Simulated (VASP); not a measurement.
C24N, 50 atoms in the cell. The cell holds a slab with vacuum, 50 atoms: a = 5.030 Å, b = 7.114 Å, c = 24.288 Å, α = 90.00°, β = 90.00°, γ = 90.00°. 

```yaml
Program: VASP 6.6.1
Task: single point
Functional: PBE
Dispersion: D3(BJ)
Potentials_or_basis: VASP PAW PBE potentials, release 64 (C, N)
Cutoff: 520 eV
k_mesh: 3 × 2 × 1
Occupations: gaussian, width 0.05 eV
Spin: no spin polarisation
Dipole_correction: yes
Further_INCAR_settings: LREAL = Auto; ALGO = Normal; EDIFF = 1e-06; NBANDS = 132
```

Potentials or basis: VASP PAW PBE potentials, release 64 (C, N).

Launch:

```console
$ cat potpaw_PBE.64/C/POTCAR potpaw_PBE.64/N/POTCAR > POTCAR
$ mpirun -np 1 vasp_std > vasp.out
```

Hardware: 1 thread of AMD EPYC 9R45 96-Core Processor (Zen 5), on a shared host.

Question: How long does it take, and how much memory?

Answer: It took 14 min on 1 thread of AMD EPYC 9R45 96-Core Processor (Zen 5), on a shared host, peak memory 0.9 GiB. Counts: scf iterations 35, k points 4.
